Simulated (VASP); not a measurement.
# ScNb (P-6m2) in VASP: a series of runs

ScNb is run at these levels: PBEsol; tasks: relaxation of cell and atoms.

All numbers are computed with VASP 6.6.1; they aren't measurements. Logs are shortened: lines on timing, memory, paths and dates and some standing lists are left out, and cuts for length are marked.

### 1 The cell of the first run

Symmetry: P-6m2, No. 187, hexagonal system. Conventional cell: a = 3.066 Å, b = 3.066 Å, c = 5.072 Å, α = 90.00°, β = 90.00°, γ = 120.00°. Nb (site symmetry -6m2) has 6 Nb at 3.07 Å and 6 Sc at 3.09 Å within 4.0 Å. Sc (site symmetry -6m2) has 6 Sc at 3.07 Å and 6 Nb at 3.09 Å within 4.0 Å.

### 2 Relaxation of cell and atoms, PBEsol, target pressure 10 GPa, at which the enthalpy is minimised

Contents of INCAR:

```
PREC     = Accurate       # precision mode
ENCUT    = 600            # plane-wave cutoff, eV
EDIFF    = 1E-7           # SCF threshold, eV
ISMEAR   = -1             # smearing method
SIGMA    = 0.05           # smearing width, eV
LREAL    = False          # projectors in reciprocal space
LASPH    = True           # aspherical terms in the spheres
NELM     = 100            # most SCF steps
ALGO     = Normal         # electronic algorithm
ISIF     = 3              # what is computed and relaxed
LWAVE    = False          # write WAVECAR
LCHARG   = False          # write CHGCAR
GGA      = PS             # functional
IBRION   = 2              # ionic algorithm
NSW      = 60             # ionic steps
EDIFFG   = -0.01          # ionic threshold
PSTRESS  = 100.0
```

Contents of KPOINTS:

```
regular mesh
0
Gamma
  10 10 5
```

Contents of POSCAR:

```
ScNb
1.0
    3.0656443612      0.0000000000      0.0000000000
   -1.5328221806      2.6549258957      0.0000000000
    0.0000000000      0.0000000000      5.0721940000
Nb Sc
1 1
Direct
    0.3333333333      0.6666666667      0.5000000000
    0.0000000000      0.0000000000      0.0000000000
```

Potentials or basis: VASP PAW PBE potentials, release 64 (Nb_sv, Sc_sv).

On the command line:

```sh
cat potpaw_PBE.64/Nb_sv/POTCAR potpaw_PBE.64/Sc_sv/POTCAR > POTCAR
mpirun -np 1 vasp_std > vasp.out
```

OUTCAR:

```text
PREC = Accurate
   ENCUT = 600
   EDIFF = 1E-7
   ISMEAR = -1
   LREAL = False
   LASPH = True
   NELM = 100
   ISIF = 3
   GGA = PS
   IBRION = 2
   NSW = 60
   EDIFFG = -0.01
   PSTRESS = 100.0

 ion  position               nearest neighbor table
   1  0.333  0.667  0.500-   2 3.09   2 3.09   2 3.09   2 3.09   2 3.09   2 3.09
   2  0.000  0.000  0.000-   1 3.09   1 3.09   1 3.09   1 3.09   1 3.09   1 3.09

  LATTYP: Found a hexagonal cell.
 ALAT       =     3.0656443612
 C/A-ratio  =     1.6545278585

  Lattice vectors:

 A1 = (   3.0656443612,   0.0000000000,   0.0000000000)
 A2 = (  -1.5328221806,   2.6549258957,   0.0000000000)
 A3 = (   0.0000000000,   0.0000000000,   5.0721940000)

Analysis of symmetry for initial positions (statically):
=====================================================================
 Subroutine PRICEL returns:
 Original cell was already a primitive cell.

 Routine SETGRP: Setting up the symmetry group for a
 hexagonal supercell.

 Subroutine GETGRP returns: Found 12 space group operations
 (whereof 12 operations were pure point group operations)
 out of a pool of 24 trial point group operations.

The static configuration has the point symmetry D_3h.

Analysis of symmetry for dynamics (positions and initial velocities):
=====================================================================
 Subroutine PRICEL returns:
 Original cell was already a primitive cell.

 Routine SETGRP: Setting up the symmetry group for a
 hexagonal supercell.

 Subroutine GETGRP returns: Found 12 space group operations
 (whereof 12 operations were pure point group operations)
 out of a pool of 24 trial point group operations.

The dynamic configuration has the point symmetry D_3h.

 Subroutine INISYM returns: Found 12 space group operations
 (whereof 12 operations are pure point group operations),
 and found     1 'primitive' translations

----------------------------------------------------------------------------------------

                                     Primitive cell

  volume of cell :      41.2829

  direct lattice vectors                    reciprocal lattice vectors
     3.065644361  0.000000000  0.000000000     0.326195697  0.188329174  0.000000000
    -1.532822181  2.654925896  0.000000000     0.000000000  0.376658347  0.000000000
     0.000000000  0.000000000  5.072194000     0.000000000  0.000000000  0.197153342

  length of vectors
     3.065644361  3.065644361  5.072194000     0.376658347  0.376658347  0.197153342

  position of ions in fractional coordinates (direct lattice)
     0.333333333  0.666666667  0.500000000
     0.000000000  0.000000000  0.000000000

  ion indices of the primitive-cell ions
   primitive index   ion index
                 1           1
                 2           2

----------------------------------------------------------------------------------------

 KPOINTS: regular mesh

Automatic generation of k-mesh.
 Grid dimensions read from file:
 generate k-points for:   10   10    5

 Generating k-lattice:

  Cartesian coordinates                     Fractional coordinates (reciprocal lattice)
     0.032619570  0.018832917  0.000000000     0.100000000  0.000000000  0.000000000
     0.000000000  0.037665835  0.000000000     0.000000000  0.100000000  0.000000000
     0.000000000  0.000000000  0.039430668     0.000000000  0.000000000  0.200000000

  Length of vectors
     0.037665835  0.037665835  0.039430668

  Shift w.r.t. Gamma in fractional coordinates (k-lattice)
     0.000000000  0.000000000  0.000000000

 Subroutine IBZKPT returns following result:
 ===========================================

 Found     42 irreducible k-points:

 Following reciprocal coordinates:
            Coordinates               Weight
  0.000000  0.000000  0.000000      1.000000
  0.100000 -0.000000  0.000000      6.000000
  0.200000 -0.000000  0.000000      6.000000
  0.300000 -0.000000  0.000000      6.000000
  0.400000 -0.000000  0.000000      6.000000
  0.500000 -0.000000  0.000000      3.000000
[... 16 lines left out ...]
  0.300000  0.100000  0.200000     24.000000
  0.400000  0.100000  0.200000     24.000000
 [... further k-points ...]
   k-points           NKPTS =     42   k-points in BZ     NKDIM =     42   number of bands    NBANDS=     16
   number of dos      NEDOS =    301   number of ions     NIONS =      2
   total plane-waves  NPLWV =  24192
   dimension x,y,z NGX =    24 NGY =   24 NGZ =   42
   dimension x,y,z NGXF=    48 NGYF=   48 NGZF=   84
   ions per type =               1   1
   NGX,Y,Z   is equivalent  to a cutoff of  13.01, 13.01, 13.77 a.u.
   NGXF,Y,Z  is equivalent  to a cutoff of  26.03, 26.03, 27.53 a.u.
 SYSTEM =  unknown system
   PREC   = accura    normal or accurate (medium, high low for compatibility)
   ISTART =      0    job   : 0-new  1-cont  2-samecut
   ICHARG =      2    charge: 1-file 2-atom 10-const
   ISPIN  =      1    spin polarized calculation?
[... 39 lines left out ...]
  volume of cell :       41.28
 maximum number of plane-waves:      1394
   NGX = 13   NGY = 13   NGZ = 21

--------------------------------------- Ionic step        1  -------------------------------------------

 number of electron      23.9999998 magnetization

 Free energy of the ion-electron system (eV)
  ---------------------------------------------------
  ext. energy  EPLUGINS =         0.00000000
  ---------------------------------------------------
  free energy    TOTEN  =       -17.10980026 eV

  energy without entropy =      -17.09152354  energy(sigma->0) =      -17.10066190

------------------------ aborting loop because EDIFF is reached ----------------------------------------

  FORCE on cell =-STRESS in cart. coord.  units (eV):
  Direction    XX          YY          ZZ          XY          YZ          ZX
  --------------------------------------------------------------------------------------
  -------------------------------------------------------------------------------------
  Total       -1.0199534     -1.0199534     -1.1062342      0.0000000      0.0000000      0.0000000
  in kB      -39.5841094    -39.5841094    -42.9326444      0.0000000      0.0000000      0.0000000
  external PRESSURE =    -140.7002878 kB  Pullay stress =     100.0000000 kB
[... 23 lines left out ...]
  enthalpy is  TOTEN    =       -14.5331264111 eV   P V=        2.5766738445

--------------------------------------- Ionic step        2  -------------------------------------------

 number of electron      24.0000001 magnetization

 E-fermi :  10.0438     XC(G=0): -12.6956

 val. band max:       10.0253247039   @ k =   0.1000  -0.0000   0.0000
 cond. band min:      10.0662339737   @ k =   0.2000  -0.0000   0.4000
 fundamental gap:      0.0409092698
 Fermi energy:        10.0437771013

 k-point     1 :       0.0000    0.0000    0.0000
  band No.  band energies     occupation
      1     -44.1988      2.00000
      2     -38.1275      2.00000
      3     -20.6491      2.00000
      4     -19.4315      2.00000
      5     -19.4315      2.00000
      6     -16.7445      2.00000
[... 8 lines left out ...]
     15      12.4993      0.00000
     16      12.4994      0.00000
[... 420 lines left out ...]
  band No.  band energies     occupation
      1     -43.9188      2.00000
      2     -37.8785      2.00000
      3     -21.0033      2.00000
      4     -20.2235      2.00000
      5     -19.9105      2.00000
      6     -17.4542      2.00000
[... 8 lines left out ...]
     15      12.2338      0.00000
     16      15.0507      0.00000

 [... further k-points ...]

------------------------ aborting loop because EDIFF is reached ----------------------------------------

  FORCE on cell =-STRESS in cart. coord.  units (eV):
  Direction    XX          YY          ZZ          XY          YZ          ZX
  --------------------------------------------------------------------------------------
  -------------------------------------------------------------------------------------
  Total        6.7834542      6.7834542      7.6575003     -0.0000000      0.0000000      0.0000000
  in kB      346.4343838    346.4343838    391.0723550     -0.0000000      0.0000000      0.0000000
  external PRESSURE =     261.3137075 kB  Pullay stress =     100.0000000 kB
[... 213 lines left out ...]
  enthalpy is  TOTEN    =       -14.7590262444 eV   P V=        2.2811637221

--------------------------------------- Ionic step        8  -------------------------------------------

 number of electron      24.0000000 magnetization

 Free energy of the ion-electron system (eV)
  ---------------------------------------------------
  ext. energy  EPLUGINS =         0.00000000
  ---------------------------------------------------
  free energy    TOTEN  =       -17.03945632 eV

  energy without entropy =      -17.02017427  energy(sigma->0) =      -17.02981530

 E-fermi :   8.3029     XC(G=0): -11.9275

 val. band max:        8.2708595026   @ k =   0.3000   0.2000   0.4000
 cond. band min:       8.3164159627   @ k =   0.1000  -0.0000   0.2000
 fundamental gap:      0.0455564601
 Fermi energy:         8.3028903414

 k-point     1 :       0.0000    0.0000    0.0000
  band No.  band energies     occupation
      1     -46.0995      2.00000
      2     -40.1699      2.00000
      3     -22.3670      2.00000
      4     -21.6057      2.00000
      5     -21.6057      2.00000
      6     -18.8635      2.00000
[... 8 lines left out ...]
     15      10.5841      0.00000
     16      10.5841      0.00000
[... 420 lines left out ...]
  band No.  band energies     occupation
      1     -45.9451      2.00000
      2     -40.0270      2.00000
      3     -22.6000      2.00000
      4     -22.1360      2.00000
      5     -21.9091      2.00000
      6     -19.2872      2.00000
[... 8 lines left out ...]
     15      10.1602      0.00000
     16      12.6212      0.00000

 [... further k-points ...]

------------------------ aborting loop because EDIFF is reached ----------------------------------------

  FORCE on cell =-STRESS in cart. coord.  units (eV):
  Direction    XX          YY          ZZ          XY          YZ          ZX
  --------------------------------------------------------------------------------------
  -------------------------------------------------------------------------------------
  Total        2.2640113      2.2640113      2.2857076      0.0000000      0.0000000      0.0000000
  in kB       99.2815481     99.2815481    100.2329736      0.0000000      0.0000000      0.0000000
  external PRESSURE =      -0.4013101 kB  Pullay stress =     100.0000000 kB
[... 17 lines left out ...]
  FREE ENERGIE OF THE ION-ELECTRON SYSTEM (eV)
  ---------------------------------------------------
  free  energy   TOTEN  =       -17.0394563179 eV

  energy  without entropy=      -17.0201742738  energy(sigma->0) =      -17.02981530

  enthalpy is  TOTEN    =       -14.7590614455 eV   P V=        2.2803948724

 reached required accuracy - stopping structural energy minimisation
```

Run time: 4.5 min. Hardware: 1 thread of Intel Xeon 8259CL, shared host; peak memory 0.2 GiB.

What came out:

| Property | Result |
| --- | --- |
| Free energy | -17.0395 eV |
| Relaxed volume | 18.27 Å³/atom |
| Relaxed cell | a = 2.942 Å, b = 2.942 Å, c = 4.874 Å, α = 90.00°, β = 90.00°, γ = 120.00° |
| Space group after relaxing (to 0.1 Å) | P-6m2 (No. 187) |
| Energy change on relaxing (the run minimises the enthalpy) | +35.2 meV/atom |
| Ionic steps | 8 |
| Pressure after relaxing | 10.0 GPa |
| Band gap on the k mesh | zero (bands 12 and 13 overlap by 0.93 eV) |

The path:
```csv
step,energy change (eV),largest force (eV/Å),pressure (GPa),volume (Å³)
1,0.0000,0.0000,-4.07,41.28
2,0.7727,0.0000,36.13,31.37
3,0.0616,0.0000,9.43,36.68
4,0.0699,0.0000,9.95,36.54
5,0.0756,0.0000,10.29,36.45
6,0.0657,0.0000,9.69,36.61
7,0.0696,0.0000,9.93,36.55
8,0.0703,0.0000,9.96,36.54
```

Final structure:
```
CELL_PARAMETERS angstrom
2.94196 0.00000 0.00000
-1.47098 2.54782 0.00000
0.00000 0.00000 4.87433
ATOMIC_POSITIONS crystal
Nb 0.33333 0.66667 0.50000
Sc 0.00000 0.00000 0.00000
```

Caveat: the cell is relaxed towards a set pressure, so the run minimises the enthalpy, not the energy; the PAW data sets were made with another functional, which shifts forces and pressure a little.

### 3 Relaxation of cell and atoms, PBEsol, target pressure 20 GPa, at which the enthalpy is minimised

Contents of INCAR:

```
SYSTEM = ScNb
PREC = Accurate
ENCUT = 600
EDIFF = 1E-7
ISMEAR = -1
SIGMA = 0.05
LREAL = .FALSE.
LASPH = .TRUE.
NELM = 100
ALGO = Fast
ISIF = 3
LWAVE = .FALSE.
LCHARG = .FALSE.
GGA = PS
IBRION = 2
NSW = 60
EDIFFG = -0.01
PSTRESS = 200.0
```

Contents of KPOINTS:

```
regular mesh
0
G
  10 10 5
  0 0 0
```

POSCAR is that of step 2.

Potentials or basis: VASP PAW PBE potentials, release 64 (Nb_sv, Sc_sv).

On the command line:

```sh
cat potpaw_PBE.64/Nb_sv/POTCAR potpaw_PBE.64/Sc_sv/POTCAR > POTCAR
mpirun -np 1 vasp_std > vasp.out
```

It took 16 min on 1 thread of Intel Xeon 8259CL, shared host; peak memory 0.21 GiB.

It converged, with:

```
Free energy                                                : -16.8182 eV
Relaxed volume                                             : 17.07 Å³/atom
Relaxed cell                                               : a = 2.867 Å, b = 2.867 Å, c = 4.797 Å, α = 90.00°, β = 90.00°, γ = 120.00°
Space group after relaxing (to 0.1 Å)                      : P-6m2 (No. 187)
Energy change on relaxing (the run minimises the enthalpy) : +145.8 meV/atom
Ionic steps                                                : 12
Pressure after relaxing                                    : 20.0 GPa
Band gap on the k mesh                                     : zero (bands 12 and 13 overlap by 1.10 eV)
```

The path:
```
step  energy change (eV)  largest force (eV/Å)  pressure (GPa)  volume (Å³)
   1              0.0000                0.0000           -4.06        41.28
   2              3.1172                0.0000           97.67        25.39
   3              0.2261                0.0000           17.54        34.72
   4              0.3280                0.0000           20.02        34.29
   5              0.3122                0.0000           19.07        34.42
   6              0.2609                0.0000           18.88        34.40
   7              0.2609                0.0000           18.88        34.40
   8              0.2886                0.0000           19.97        34.17
   9              0.2909                0.0000           20.04        34.15
  10              0.2915                0.0000           20.06        34.14
  11              0.2915                0.0000           20.05        34.14
  12              0.2916                0.0000           20.01        34.14
```

Final structure:
```
CELL_PARAMETERS angstrom
2.86667 0.00000 0.00000
-1.43333 2.48261 0.00000
0.00000 0.00000 4.79729
ATOMIC_POSITIONS crystal
Nb 0.33333 0.66667 0.50000
Sc 0.00000 0.00000 0.00000
```

Levels at points of the mesh, in eV from the Fermi level:
| k point | band 10 | band 11 | band 12 | band 13 | band 14 | band 15 |
| --- | --- | --- | --- | --- | --- | --- |
| (0.00, 0.00, 0.00) | -3.36 | 0.58 | 0.58 | 0.99 | 1.41 | 2.35 |
| (0.50, 0.00, 0.00) | -2.71 | -2.06 | 0.28 | 0.96 | 1.01 | 1.86 |

Caveat: the cell is relaxed towards a set pressure, so the run minimises the enthalpy, not the energy; the volume moved by over 15 % at a fixed basis, so the end points are rough; the PAW data sets were made with another functional, which shifts forces and pressure a little.

### 4 Relaxation of cell and atoms, PBEsol, target pressure 30 GPa, at which the enthalpy is minimised

Contents of INCAR:

```
SYSTEM = ScNb
PREC = Accurate
ENCUT = 600
EDIFF = 1E-6
ISMEAR = -1
SIGMA = 0.05
LREAL = .FALSE.
LASPH = .TRUE.
NELM = 100
ALGO = Normal
ISIF = 3
LWAVE = .FALSE.
LCHARG = .FALSE.
GGA = PS
IBRION = 2
NSW = 60
EDIFFG = -0.01
PSTRESS = 300.0
```

Contents of KPOINTS:

```
Automatic mesh
0
G
  10 10 5
  0 0 0
```

POSCAR is that of step 3.

On the command line:

```sh
cat potpaw_PBE.64/Nb_sv/POTCAR potpaw_PBE.64/Sc_sv/POTCAR > POTCAR
mpirun -np 1 vasp_std > vasp.out
```

It took 3 min on 1 thread of Intel Xeon 8259CL, shared host; peak memory 0.2 GiB.

It converged, with:

```yaml
Free_energy: -16.5308 eV
Relaxed_volume: 16.14 Å³/atom
Relaxed_cell: a = 2.808 Å, b = 2.808 Å, c = 4.728 Å, α = 90.00°, β = 90.00°, γ = 120.00°
Space_group_after_relaxing_to_0.1_Å: P-6m2 (No. 187)
Energy_change_on_relaxing_the_run_minimises_the_enthalpy: +289.5 meV/atom
Ionic_steps: 7
Pressure_after_relaxing: 30.0 GPa
Band_gap_on_the_k_mesh: zero (bands 12 and 13 overlap by 1.29 eV)
```

Stress tensor (GPa, compression positive):
```
29.93  0.00  0.00
 0.00 29.93  0.00
 0.00  0.00 30.04
```

The path:
| step | energy change (eV) | largest force (eV/Å) | pressure (GPa) | volume (Å³) |
| --- | --- | --- | --- | --- |
| 1 | 0.0000 | 0.0000 | -4.09 | 41.28 |
| 2 | 7.8772 | 0.0000 | 210.28 | 20.21 |
| 3 | 0.3591 | 0.0000 | 22.62 | 33.65 |
| 4 | 0.5164 | 0.0000 | 28.06 | 32.65 |
| 5 | 0.5762 | 0.0000 | 30.00 | 32.32 |
| 6 | 0.5775 | 0.0000 | 29.96 | 32.29 |
| 7 | 0.5790 | 0.0000 | 29.96 | 32.28 |

Final structure:
```
CELL_PARAMETERS angstrom
2.80800 0.00000 0.00000
-1.40400 2.43180 0.00000
0.00000 0.00000 4.72779
ATOMIC_POSITIONS crystal
Nb 0.33333 0.66667 0.50000
Sc 0.00000 0.00000 0.00000
```

Levels at points of the mesh, in eV from the Fermi level:
| k point | band 8 | band 9 | band 10 | band 11 | band 12 | band 13 | band 14 | band 15 | band 16 |
| --- | --- | --- | --- | --- | --- | --- | --- | --- | --- |
| (0.00, 0.00, 0.00) | -26.38 | -6.04 | -3.51 | 0.57 | 0.57 | 0.93 | 1.64 | 2.42 | 2.42 |
| (0.50, 0.00, 0.00) | -26.65 | -3.72 | -2.94 | -2.14 | 0.46 | 1.00 | 1.01 | 1.95 | 5.94 |

Caveat: the cell is relaxed towards a set pressure, so the run minimises the enthalpy, not the energy; the volume moved by over 15 % at a fixed basis, so the end points are rough; the PAW data sets were made with another functional, which shifts forces and pressure a little.

### 5 The runs side by side

```tsv
cell	gap on the mesh (eV)	pressure (GPa)
relaxed to 10 GPa	none	10.0
relaxed to 20 GPa	none	20.0
relaxed to 30 GPa	none	30.0
```

Alike in all rows: task relaxation of cell and atoms; level PBEsol; potentials or basis VASP PAW PBE potentials, release 64 (Nb_sv, Sc_sv); no spin polarisation; k mesh 10 × 10 × 5; cutoff (eV) 600; smearing fermi-dirac 0.05 eV.

Caveats: the cell is relaxed towards a set pressure, so the run minimises the enthalpy, not the energy; the PAW data sets were made with another functional, which shifts forces and pressure a little; the volume moved by over 15 % at a fixed basis, so the end points are rough (at least some runs).

Total energies depend on the potentials used, so only differences within one code and one set of settings carry meaning.
